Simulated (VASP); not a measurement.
F: single point with PBE

The system is F.

```
F
1.0
     1.25893    2.18053    0.00000
    -1.25893    2.18053    0.00000
     0.00000    0.00000    8.15370
F
4
Direct
  0.00000 0.00000 0.00000
  0.00000 0.00000 0.50000
  0.33333 0.33334 0.75000
  0.66666 0.66667 0.25000
```

| Quantity | Value |
| --- | --- |
| Program | VASP 6.6.1 |
| Task | single point |
| Functional | PBE |
| Potentials or basis | VASP PAW PBE potentials, release 64 (F) |
| Cutoff | 520 eV |
| k mesh | 8 × 8 × 3, shifted |
| Occupations | methfessel-paxton, width 0.0232 eV |
| Spin | no spin polarisation |
| Dipole correction | no |
| Further INCAR settings | ALGO = Normal; EDIFF = 1e-07; NBANDS = 22; ISYM = 0 |

| Quantity | Value |
| --- | --- |
| Pressure | -4.5 GPa |
| Band gap on the k mesh | zero (bands 14 and 15 overlap by 0.65 eV) |

Stress tensor (GPa, compression positive):
```
-4.67  0.00  0.00
 0.00 -4.67  0.00
 0.00  0.00 -4.15
```

Levels at points of the mesh, in eV from the Fermi level:
| k point | band 10 | band 11 | band 12 | band 13 | band 14 | band 15 | band 16 | band 17 | band 18 | band 19 |
| --- | --- | --- | --- | --- | --- | --- | --- | --- | --- | --- |
| (0.06, 0.06, 0.17) | 0.13 | 0.20 | 0.24 | 0.28 | 0.30 | 0.43 | 0.45 | 13.28 | 15.12 | 16.54 |

Run time: 3 min on 1 thread of AMD EPYC 7R13 Processor (Zen 3) (shared host), peak memory 0.26 GiB.

Caveat: the k points lie up to 0.36 Å⁻¹ apart, too coarse for converged energies and pressures of a metal; the atoms stand far beyond bonding distance, and open shells without spin polarisation read as a metal.
